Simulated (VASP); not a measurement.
# GaN (I-4m2) in VASP: single point with r2SCAN

Aim: the single point of GaN with r2SCAN.

Program: VASP 6.6.1. These are calculated values, not measurements. Logs are shortened: lines on timing, memory, paths and dates and some standing lists are left out, and cuts for length are marked.

## Step 1: The cell of the first run

The structure is tetragonal, space group I-4m2 (No. 119). Conventional cell: a = 3.117 Å, b = 3.117 Å, c = 4.592 Å, α = 90.00°, β = 90.00°, γ = 90.00°. Ga (site symmetry -4m2) has 4 N at 1.94 Å within 2.6 Å. Within 2.6 Å of N (site symmetry -4m2) lie 4 Ga at 1.94 Å.

## Step 2: Single point, r2SCAN (in-plane strain -0.02, then relaxed in part)

Contents of POSCAR:

```
GaN
1.0
    2.2039661346      2.2039661346      0.0000000000
   -2.2039661346      2.2039661346      0.0000000000
    0.0000000000      2.2039661346      2.2958377379
Ga N
1 1
Direct
    0.0000000000      0.0000000000      0.0000000000
    0.2500000000      0.7500000000      0.5000000000
```

Contents of INCAR.step1:

```
SYSTEM = GaN
  PREC = Accurate
  ENCUT = 1460
  ISMEAR = 0
  SIGMA = 0.01
  LREAL = .FALSE.
  LASPH = .TRUE.
  NELM = 120
  NBANDS = 16
  GGA = PE
  ALGO = Normal
  EDIFF = 1E-5
  LWAVE = .TRUE.
  LCHARG = .FALSE.
  GGA_COMPAT = .FALSE.
```

Contents of INCAR.step2:

```
SYSTEM = GaN
  PREC = Accurate
  ENCUT = 1460
  EDIFF = 1E-6
  ISMEAR = 0
  SIGMA = 0.01
  LREAL = .FALSE.
  LASPH = .TRUE.
  NELM = 120
  ALGO = Normal
  ISIF = 2
  LWAVE = .FALSE.
  LCHARG = .FALSE.
  METAGGA = R2SCAN
  LMIXTAU = .TRUE.
  NBANDS = 16
  ISTART = 1
  GGA_COMPAT = .FALSE.
```

Contents of KPOINTS:

```
regular mesh
0
G
  10 10 10
  0 0 0
```

Potentials or basis: VASP PAW PBE potentials, release 64 (Ga_d, N_h).

Run with:

```bash
$ cat potpaw_PBE.64/Ga_d/POTCAR potpaw_PBE.64/N_h/POTCAR > POTCAR
$ cp INCAR.step1 INCAR
$ mpirun -np 1 vasp_std > vasp.out
$ cp INCAR.step2 INCAR
$ mpirun -np 1 vasp_std > vasp.out
```

OUTCAR:

```text
SYSTEM = GaN
   PREC = Accurate
   ENCUT = 1460
   EDIFF = 1E-6
   ISMEAR = 0
   LREAL = .FALSE.
   LASPH = .TRUE.
   NELM = 120
   ISIF = 2
   METAGGA = R2SCAN
   ISTART = 1

 ion  position               nearest neighbor table
   1  0.000  0.000  0.000-   2 1.94   2 1.94   2 1.94   2 1.94
   2  0.250  0.750  0.500-   1 1.94   1 1.94   1 1.94   1 1.94

  LATTYP: Found a body centered tetragonal cell.
 ALAT       =     3.1168787986
 C/A-ratio  =     1.4731645895

  Lattice vectors:

 A1 = (   2.2039661346,   0.0000000000,  -2.2958377379)
 A2 = (  -2.2039661346,   0.0000000000,  -2.2958377379)
 A3 = (   0.0000000000,   2.2039661346,   2.2958377379)

Analysis of symmetry for initial positions (statically):
=====================================================================
 Subroutine PRICEL returns:
 Original cell was already a primitive cell.

 Routine SETGRP: Setting up the symmetry group for a
 body centered tetragonal supercell.

 Subroutine GETGRP returns: Found  8 space group operations
 (whereof  8 operations were pure point group operations)
 out of a pool of 16 trial point group operations.

The static configuration has the point symmetry D_2d.

Analysis of symmetry for dynamics (positions and initial velocities):
=====================================================================
 Subroutine PRICEL returns:
 Original cell was already a primitive cell.

 Routine SETGRP: Setting up the symmetry group for a
 body centered tetragonal supercell.

 Subroutine GETGRP returns: Found  8 space group operations
 (whereof  8 operations were pure point group operations)
 out of a pool of 16 trial point group operations.

The dynamic configuration has the point symmetry D_2d.

 Subroutine INISYM returns: Found  8 space group operations
 (whereof  8 operations are pure point group operations),
 and found     1 'primitive' translations

----------------------------------------------------------------------------------------

                                     Primitive cell

  volume of cell :      22.3039

  direct lattice vectors                    reciprocal lattice vectors
     2.203966135  2.203966135  0.000000000     0.226863740  0.226863740 -0.217785426
    -2.203966135  2.203966135  0.000000000    -0.226863740  0.226863740 -0.217785426
     0.000000000  2.203966135  2.295837738     0.000000000  0.000000000  0.435570852

  length of vectors
     3.116878799  3.116878799  3.182504932     0.387769010  0.387769010  0.435570852
[... 80 lines left out ...]
   NELM   =    120;   NELMIN=  2; NELMDL=  0     # of ELM steps
   EDIFF  = 0.1E-05   stopping-criterion for ELM
   LREAL  =      F    real-space projection
   EDIFFG = 0.1E-04   stopping-criterion for IOM
   NSW    =      0    number of steps for IOM
   IBRION =     -1    ionic relax: 0-MD 1-quasi-New 2-CG
   NFREE  =      0    steps in history (QN), initial steepest desc. (CG)
   ISIF   =      2    stress and relaxation
   ISYM   =      2    0-nonsym 1-usesym 2-fastsym
   POTIM  = 0.5000    time-step for ionic-motion
   TEBEG  =    0.0;   TEEND  =   0.0 temperature during run
   PSTRESS=    0.0 pullay stress
   NELECT =      18.0000    total number of electrons
   NUPDOWN=      -1.0000    fix difference up-down
   EMIN   =  10.00;   EMAX   =-10.00  energy-range for DOS
   EFERMI =   0.00;   METHOD = LEGACY
   ISMEAR =     0;   SIGMA  =   0.01  broadening in eV -4-tet -1-fermi 0-gaus
   EFERMI_NEDOS =   21; number of points for ismear=-14 and -15
   IALGO  =     38    algorithm
   IMIX   =      4    mixing-type and parameters
     AMIX     =   0.40;   BMIX     =  1.00
     AMIX_MAG =   1.60;   BMIX_MAG =  1.00
  volume/ion in A,a.u.               =      11.15        75.26
  Fermi-wavevector in a.u.,A,eV,Ry     =   1.524188  2.880298 31.608380  2.323150
  Thomas-Fermi vector in A             =   2.632529
   LORBIT       =      0    0 simple, 1 ext, 2 COOP (PROOUT), +10 PAW based schemes
   METAGGA = R2SCAN    functional components
   LHFCALC =     F    Hartree Fock is set to
   AEXX    =    0.0000 exact exchange contribution
   IVDW    =     0    specifies the selected vdW correction
   LEPSILON=     F    determine dielectric tensor
   LRPA    =     F    only Hartree local field effects (RPA)
 non-spin polarized calculation
 Gauss-broadening in eV      SIGMA  =   0.01
  energy-cutoff  :     1460.00
  volume of cell :       22.30
 maximum number of plane-waves:      2866
   NGX = 19   NGY = 19   NGZ = 19

 number of electron      18.0000000 magnetization

 Free energy of the ion-electron system (eV)
  ---------------------------------------------------
  ext. energy  EPLUGINS =         0.00000000
  ---------------------------------------------------
  free energy    TOTEN  =       -21.88090068 eV

  energy without entropy =      -21.88090068  energy(sigma->0) =      -21.88090068

 E-fermi :   5.7562     XC(G=0): -12.7813

 val. band max:        5.6737988679   @ k =   0.0000   0.0000   0.0000
 cond. band min:       7.8892430838   @ k =   0.0000   0.0000   0.0000
 fundamental gap:      2.2154442159
 Fermi energy:         5.7561896165

 k-point     1 :       0.0000    0.0000    0.0000
  band No.  band energies     occupation
      1     -11.3500      2.00000
      2      -8.2828      2.00000
      3      -8.2360      2.00000
      4      -8.2360      2.00000
      5      -7.8754      2.00000
      6      -7.8729      2.00000
[... 433 lines left out ...]
      3      -8.0021      2.00000
      4      -7.9426      2.00000
      5      -7.8330      2.00000
      6      -6.2403      2.00000
[... 8 lines left out ...]
     15      26.4564      0.00000
     16      29.7764      0.00000

 [... further k-points ...]

------------------------ aborting loop because EDIFF is reached ----------------------------------------

  FORCE on cell =-STRESS in cart. coord.  units (eV):
  Direction    XX          YY          ZZ          XY          YZ          ZX
  --------------------------------------------------------------------------------------
  -------------------------------------------------------------------------------------
  Total        0.9596014      0.9596014      0.1541270      0.0000000      0.0000000      0.0000000
  in kB       68.9319269     68.9319269     11.0715445      0.0000000      0.0000000      0.0000000
  external PRESSURE =      49.6451327 kB  Pullay stress =       0.0000000 kB

 VOLUME and BASIS-vectors are now :
 -----------------------------------------------------------------------------
  energy-cutoff  :     1460.00
  volume of cell :       22.30
      direct lattice vectors                 reciprocal lattice vectors
     2.203966135  2.203966135  0.000000000     0.226863740  0.226863740 -0.217785426
    -2.203966135  2.203966135  0.000000000    -0.226863740  0.226863740 -0.217785426
     0.000000000  2.203966135  2.295837738     0.000000000  0.000000000  0.435570852

 POSITION                                       TOTAL-FORCE (eV/Angst)
 -----------------------------------------------------------------------------------
      0.00000      0.00000      0.00000         0.000000      0.000000      0.000000
     -1.10198      3.30595      1.14792        -0.000000     -0.000000      0.000000
 -----------------------------------------------------------------------------------
    total drift:                                0.000000     -0.000000      0.000000

  FREE ENERGIE OF THE ION-ELECTRON SYSTEM (eV)
  ---------------------------------------------------
  free  energy   TOTEN  =       -21.8809006850 eV

  energy  without entropy=      -21.8809006850  energy(sigma->0) =      -21.88090068
```

OUTCAR.step1:

```text
SYSTEM = GaN
   PREC = Accurate
   ENCUT = 1460
   ISMEAR = 0
   LREAL = .FALSE.
   LASPH = .TRUE.
[... 678 lines left out ...]
      0.00000      0.00000      0.00000         0.000000     -0.000000      0.000000
     -1.10198      3.30595      1.14792        -0.000000      0.000000      0.000000
 -----------------------------------------------------------------------------------
    total drift:                                0.000000     -0.000000      0.000000

  FREE ENERGIE OF THE ION-ELECTRON SYSTEM (eV)
  ---------------------------------------------------
  free  energy   TOTEN  =       -12.1146930113 eV

  energy  without entropy=      -12.1146930113  energy(sigma->0) =      -12.11469301
```

Run time: 8.3 min. Hardware: 1 thread of Intel Xeon Platinum 8259CL at 2.50GHz (Skylake/Cascade Lake), shared host; peak memory 0.39 GiB.

What came out:

| Quantity | Value |
| --- | --- |
| Free energy | -21.8809 eV |
| Pressure | 5.0 GPa |
| Band gap on the k mesh | 2.22 eV |

Stress tensor (GPa, compression positive):
```
6.89 0.00 0.00
0.00 6.89 0.00
0.00 0.00 1.11
```

Levels at points of the mesh, in eV from the valence-band top:
| k point | band 5 | band 6 | band 7 | band 8 | band 9 | band 10 | band 11 | band 12 | band 13 | band 14 |
| --- | --- | --- | --- | --- | --- | --- | --- | --- | --- | --- |
| (0.00, 0.00, 0.00) | -13.55 | -13.55 | -0.21 | 0.00 | 0.00 | 2.22 | 11.08 | 11.08 | 11.20 | 18.86 |
| (0.50, 0.00, 0.00) | -13.49 | -12.42 | -7.39 | -1.26 | -0.93 | 5.23 | 9.51 | 10.82 | 11.40 | 16.63 |
| (0.50, 0.50, 0.00) | -13.46 | -11.97 | -6.24 | -3.05 | -3.03 | 3.62 | 7.11 | 12.91 | 14.56 | 15.60 |
| (0.00, 0.00, 0.50) | -13.47 | -12.18 | -6.70 | -2.72 | -2.72 | 3.91 | 7.79 | 12.30 | 15.31 | 15.31 |

Caveat: the cell differs from its parent crystal (in-plane strain -0.02, then relaxed in part); the stress differs along the axes, from 1 to 7 GPa; the PAW data sets were made with another functional, which shifts forces and pressure a little.
